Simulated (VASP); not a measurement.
Runs of VASP 6.6.1 on GaP. The structure is that of space group F-43m (No. 216), or close to it. The cells are those of the table. 

```csv
task,cell,cutoff (eV),gap on the mesh (eV),pressure (GPa)
relaxation of cell and atoms,"relaxed to 7 GPa from a = 3.812 Å, angles 60.0, 60.0, 90.0°, 2 atoms",600,1.28,7.0
relaxation of cell and atoms,"relaxed to 4 GPa from a = 3.812 Å, angles 60.0, 60.0, 90.0°, 2 atoms",600,1.34,4.0
single point,"a = 3.785 Å, angles 60.0, 60.0, 90.0°, 2 atoms",520,1.38,(b)
single point,"a = 3.728 Å, angles 60.0, 60.0, 90.0°, 2 atoms",520,1.28,7.1
single point,"a = 3.699 Å, angles 60.0, 60.0, 90.0°, 2 atoms",520,(a),10.1
```

Alike in all rows: level LDA; potentials or basis VASP PAW LDA potentials, release 64 (Ga_d, P); no spin polarisation; k mesh 8 × 8 × 8; smearing gaussian 0.01 eV.

Q: Estimate the missing entries.

A: (a) 1.22; (b) 2.1.

Caveats: the cell is relaxed towards a set pressure, so the enthalpy falls and the energy may rise (some runs).

A k mesh can miss the band edges, and the runs leave out spin-orbit coupling on Ga.
